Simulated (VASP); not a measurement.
# CuI (F-43m) in VASP: further runs, part 2 of 2

VASP 6.6.1. The steps go on from the part before.

## 3. Single point, LDA

The input, INCAR:

```
SYSTEM = CuI
ALGO     = Normal         ! electronic algorithm
EDIFF    = 1E-6           ! SCF threshold, eV
ENCUT    = 600            ! plane-wave cutoff, eV
GGA_COMPAT= .False.      
ISIF     = 2              ! what is computed and relaxed
ISMEAR   = 0              ! smearing method
LASPH    = .True.         ! aspherical terms in the spheres
LCHARG   = .False.        ! write CHGCAR
LREAL    = .False.        ! projectors in reciprocal space
LWAVE    = .False.        ! write WAVECAR
NBANDS   = 16             ! bands
NELM     = 120            ! most SCF steps
PREC     = Accurate       ! precision mode
SIGMA    = 0.02           ! smearing width, eV
```

The input, KPOINTS:

```
k-points
0
Gamma
  8 8 8
  0 0 0
```

The input, POSCAR:

```
CuI
1.0
    0.0000000000      2.9308021272      2.9308021272
    2.9308021272      0.0000000000      2.9308021272
    2.9308021272      2.9308021272      0.0000000000
Cu I
1 1
Direct
    0.0000000000      0.0000000000      0.0000000000
    0.2500000000      0.2500000000      0.2500000000
```

Potentials or basis: VASP PAW LDA potentials, release 64 (Cu, I).

Run with:

```
> cat potpaw_LDA.64/Cu/POTCAR potpaw_LDA.64/I/POTCAR > POTCAR
> mpirun -np 1 vasp_std > vasp.out
```

OUTCAR:

```text
SYSTEM = CuI
   EDIFF = 1E-6
   ENCUT = 600
   ISIF = 2
   ISMEAR = 0
   LASPH = .True.
   LREAL = .False.
   NELM = 120
   PREC = Accurate

 ion  position               nearest neighbor table
   1  0.000  0.000  0.000-   2 2.54   2 2.54   2 2.54   2 2.54
   2  0.250  0.250  0.250-   1 2.54   1 2.54   1 2.54   1 2.54

  LATTYP: Found a face centered cubic cell.
 ALAT       =     5.8616042544

  Lattice vectors:

 A1 = (   0.0000000000,   2.9308021272,   2.9308021272)
 A2 = (   2.9308021272,   0.0000000000,   2.9308021272)
 A3 = (   2.9308021272,   2.9308021272,   0.0000000000)

Analysis of symmetry for initial positions (statically):
=====================================================================
 Subroutine PRICEL returns:
 Original cell was already a primitive cell.

 Routine SETGRP: Setting up the symmetry group for a
 face centered cubic supercell.

 Subroutine GETGRP returns: Found 24 space group operations
 (whereof 24 operations were pure point group operations)
 out of a pool of 48 trial point group operations.

The static configuration has the point symmetry T_d .

Analysis of symmetry for dynamics (positions and initial velocities):
=====================================================================
 Subroutine PRICEL returns:
 Original cell was already a primitive cell.

 Routine SETGRP: Setting up the symmetry group for a
 face centered cubic supercell.

 Subroutine GETGRP returns: Found 24 space group operations
 (whereof 24 operations were pure point group operations)
 out of a pool of 48 trial point group operations.

The dynamic configuration has the point symmetry T_d .

 Subroutine INISYM returns: Found 24 space group operations
 (whereof 24 operations are pure point group operations),
 and found     1 'primitive' translations

----------------------------------------------------------------------------------------

                                     Primitive cell

  volume of cell :      50.3488

  direct lattice vectors                    reciprocal lattice vectors
     0.000000000  2.930802127  2.930802127    -0.170601760  0.170601760  0.170601760
     2.930802127  0.000000000  2.930802127     0.170601760 -0.170601760  0.170601760
     2.930802127  2.930802127  0.000000000     0.170601760  0.170601760 -0.170601760

  length of vectors
     4.144780117  4.144780117  4.144780117     0.295490916  0.295490916  0.295490916

  position of ions in fractional coordinates (direct lattice)
     0.000000000  0.000000000  0.000000000
     0.250000000  0.250000000  0.250000000

  ion indices of the primitive-cell ions
   primitive index   ion index
                 1           1
                 2           2

----------------------------------------------------------------------------------------

 KPOINTS: k-points

Automatic generation of k-mesh.
 Grid dimensions read from file:
 generate k-points for:    8    8    8

 Generating k-lattice:

  Cartesian coordinates                     Fractional coordinates (reciprocal lattice)
    -0.021325220  0.021325220  0.021325220     0.125000000  0.000000000  0.000000000
     0.021325220 -0.021325220  0.021325220     0.000000000  0.125000000  0.000000000
     0.021325220  0.021325220 -0.021325220     0.000000000  0.000000000  0.125000000

  Length of vectors
     0.036936364  0.036936364  0.036936364

  Shift w.r.t. Gamma in fractional coordinates (k-lattice)
     0.000000000  0.000000000  0.000000000

 Subroutine IBZKPT returns following result:
 ===========================================

 Found     29 irreducible k-points:

 Following reciprocal coordinates:
            Coordinates               Weight
  0.000000  0.000000  0.000000      1.000000
  0.125000  0.000000  0.000000      8.000000
  0.250000  0.000000  0.000000      8.000000
  0.375000  0.000000  0.000000      8.000000
  0.500000  0.000000  0.000000      4.000000
  0.125000  0.125000  0.000000      6.000000
[... 16 lines left out ...]
  0.500000  0.250000  0.125000     48.000000
 -0.375000  0.250000  0.125000     24.000000
 [... further k-points ...]
   k-points           NKPTS =     29   k-points in BZ     NKDIM =     29   number of bands    NBANDS=     16
   number of dos      NEDOS =    301   number of ions     NIONS =      2
   total plane-waves  NPLWV =  46656
   dimension x,y,z NGX =    36 NGY =   36 NGZ =   36
   dimension x,y,z NGXF=    72 NGYF=   72 NGZF=   72
   ions per type =               1   1
   NGX,Y,Z   is equivalent  to a cutoff of  14.44, 14.44, 14.44 a.u.
   NGXF,Y,Z  is equivalent  to a cutoff of  28.88, 28.88, 28.88 a.u.
 SYSTEM =  CuI
   PREC   = accura    normal or accurate (medium, high low for compatibility)
   ISTART =      0    job   : 0-new  1-cont  2-samecut
   ICHARG =      2    charge: 1-file 2-atom 10-const
   ISPIN  =      1    spin polarized calculation?
   LNONCOLLINEAR =      F non collinear calculations
   LSORBIT =      F    spin-orbit coupling
   LASPH  =      T    aspherical Exc in radial PAW
   ENCUT  =  600.0 eV  44.10 Ry    6.64 a.u.   8.28  8.28  8.28*2*pi/ulx,y,z
   NELM   =    120;   NELMIN=  2; NELMDL= -5     # of ELM steps
   EDIFF  = 0.1E-05   stopping-criterion for ELM
   LREAL  =      F    real-space projection
   EDIFFG = 0.1E-04   stopping-criterion for IOM
   NSW    =      0    number of steps for IOM
   IBRION =     -1    ionic relax: 0-MD 1-quasi-New 2-CG
   NFREE  =      0    steps in history (QN), initial steepest desc. (CG)
   ISIF   =      2    stress and relaxation
   ISYM   =      2    0-nonsym 1-usesym 2-fastsym
   POTIM  = 0.5000    time-step for ionic-motion
   TEBEG  =    0.0;   TEEND  =   0.0 temperature during run
   PSTRESS=    0.0 pullay stress
   NELECT =      18.0000    total number of electrons
   NUPDOWN=      -1.0000    fix difference up-down
   EMIN   =  10.00;   EMAX   =-10.00  energy-range for DOS
   EFERMI =   0.00;   METHOD = LEGACY
   ISMEAR =     0;   SIGMA  =   0.02  broadening in eV -4-tet -1-fermi 0-gaus
   EFERMI_NEDOS =   21; number of points for ismear=-14 and -15
   IALGO  =     38    algorithm
   IMIX   =      4    mixing-type and parameters
     AMIX     =   0.40;   BMIX     =  1.00
     AMIX_MAG =   1.60;   BMIX_MAG =  1.00
  volume/ion in A,a.u.               =      25.17       169.89
  Fermi-wavevector in a.u.,A,eV,Ry     =   1.161901  2.195675 18.368058  1.350014
  Thomas-Fermi vector in A             =   2.298468
   LORBIT       =      0    0 simple, 1 ext, 2 COOP (PROOUT), +10 PAW based schemes
   GGA     = CA    functional components
   LHFCALC =     F    Hartree Fock is set to
   AEXX    =    0.0000 exact exchange contribution
   IVDW    =     0    specifies the selected vdW correction
   LEPSILON=     F    determine dielectric tensor
   LRPA    =     F    only Hartree local field effects (RPA)
 non-spin polarized calculation
 Gauss-broadening in eV      SIGMA  =   0.02
  energy-cutoff  :      600.00
  volume of cell :       50.35
 maximum number of plane-waves:      1705
 NGX is ok and might be reduce to    36
   NGX = 17   NGY = 17   NGZ = 17

 number of electron      18.0000004 magnetization

 Free energy of the ion-electron system (eV)
  ---------------------------------------------------
  ext. energy  EPLUGINS =         0.00000000
  ---------------------------------------------------
  free energy    TOTEN  =        -6.99633501 eV

  energy without entropy =       -6.99633501  energy(sigma->0) =       -6.99633501

 E-fermi :   5.4879     XC(G=0):  -9.7661

 val. band max:        5.3439256677   @ k =   0.0000   0.0000   0.0000
 cond. band min:       6.6302335624   @ k =   0.0000   0.0000   0.0000
 fundamental gap:      1.2863078948
 Fermi energy:         5.4878715699

 k-point     1 :       0.0000    0.0000    0.0000
  band No.  band energies     occupation
      1      -9.2195      2.00000
      2       1.2103      2.00000
      3       1.2103      2.00000
      4       1.2103      2.00000
      5       2.9625      2.00000
      6       2.9625      2.00000
[... 8 lines left out ...]
     15      15.2038      0.00000
     16      15.2038      0.00000

 k-point     2 :       0.1250    0.0000    0.0000
  band No.  band energies     occupation
      1      -9.1279      2.00000
      2       0.9177      2.00000
      3       1.2220      2.00000
      4       1.2220      2.00000
      5       2.9545      2.00000
      6       2.9545      2.00000
[... 8 lines left out ...]
     15      14.3746      0.00000
     16      14.3746      0.00000
[... 387 lines left out ...]
      5       2.9047      2.00000
      6       2.9784      2.00000
[... 8 lines left out ...]
     15      16.1961      0.00000
     16      17.0303      0.00000

 k-point    24 :      -0.3750    0.2500    0.1250
  band No.  band energies     occupation
      1      -8.3816      2.00000
      2      -0.5668      2.00000
      3       0.6713      2.00000
      4       1.2426      2.00000
      5       2.8823      2.00000
      6       2.9734      2.00000
[... 8 lines left out ...]
     15      16.2250      0.00000
     16      16.9617      0.00000

 [... further k-points ...]
[... 5 lines left out ...]
  --------------------------------------------------------------------------------------
  -------------------------------------------------------------------------------------
  Total        0.0771864      0.0771864      0.0771864      0.0000000     -0.0000000      0.0000000
  in kB        2.4561882      2.4561882      2.4561882      0.0000000     -0.0000000      0.0000000
  external PRESSURE =       2.4561882 kB  Pullay stress =       0.0000000 kB

 VOLUME and BASIS-vectors are now :
 -----------------------------------------------------------------------------
  energy-cutoff  :      600.00
  volume of cell :       50.35
      direct lattice vectors                 reciprocal lattice vectors
     0.000000000  2.930802127  2.930802127    -0.170601760  0.170601760  0.170601760
     2.930802127  0.000000000  2.930802127     0.170601760 -0.170601760  0.170601760
     2.930802127  2.930802127  0.000000000     0.170601760  0.170601760 -0.170601760

 POSITION                                       TOTAL-FORCE (eV/Angst)
 -----------------------------------------------------------------------------------
      0.00000      0.00000      0.00000         0.000000      0.000000     -0.000000
      1.46540      1.46540      1.46540        -0.000000     -0.000000      0.000000
 -----------------------------------------------------------------------------------
    total drift:                                0.000000      0.000000     -0.000000

  FREE ENERGIE OF THE ION-ELECTRON SYSTEM (eV)
  ---------------------------------------------------
  free  energy   TOTEN  =        -6.9963350067 eV

  energy  without entropy=       -6.9963350067  energy(sigma->0) =       -6.99633501
```

It took 14 s on 1 thread of Intel Xeon 6975P-C (Granite Rapids), shared host; peak memory 0.18 GiB.

What came out:

```yaml
Free_energy: -6.9963 eV
Pressure: 0.2 GPa
Band_gap_on_the_k_mesh: 1.29 eV
```

Levels at points of the mesh, in eV from the valence-band top:
| k point | band 7 | band 8 | band 9 | band 10 | band 11 | band 12 |
| --- | --- | --- | --- | --- | --- | --- |
| (0.00, 0.00, 0.00) | 0.00 | 0.00 | 0.00 | 1.29 | 4.75 | 4.75 |
| (0.50, 0.00, 0.00) | -2.30 | -0.90 | -0.90 | 2.15 | 5.32 | 5.32 |
| (0.50, 0.50, 0.00) | -2.28 | -1.93 | -1.93 | 2.41 | 2.77 | 9.78 |

Caveat: spin-orbit coupling is left out, which moves the levels of the heavy elements.
